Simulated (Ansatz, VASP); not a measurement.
# One calculation of Ag, two programs

```
Ag
1.0
    -1.65565    1.65565    1.65565
     1.65565   -1.65565    1.65565
     1.65565    1.65565   -1.65565
Ag
1
Direct
  0.00000 0.00000 0.00000
```

Alike in both runs: functional revPBE; k mesh 11 × 11 × 11; occupations fermi-dirac, width 0.05 eV; no spin polarisation.

|  | VASP | Ansatz |
| --- | --- | --- |
| version | VASP 6.6.1 | Ansatz 0.2.0 |
| potentials or method | VASP PAW PBE potentials, release 64 (Ag) | Ansatz PAW |
| plane-wave cutoff (eV) | 520 | 420 |
| valence electrons in the cell | 11 | 19 |
| task | single point | band structure |

```tsv
	VASP	Ansatz	Ansatz less VASP
gap on the k mesh at the Fermi level (eV)	none	none	-
pressure (GPa)	1.8	1.9	+0.10
```

VASP's potentials were made for PBE, not for revPBE. A gap of «none» marks a metal or a gap that the smearing closes. VASP's potentials hold 11 valence electrons a cell and Ansatz's 19, so a difference there can come from the potentials and not from the codes.
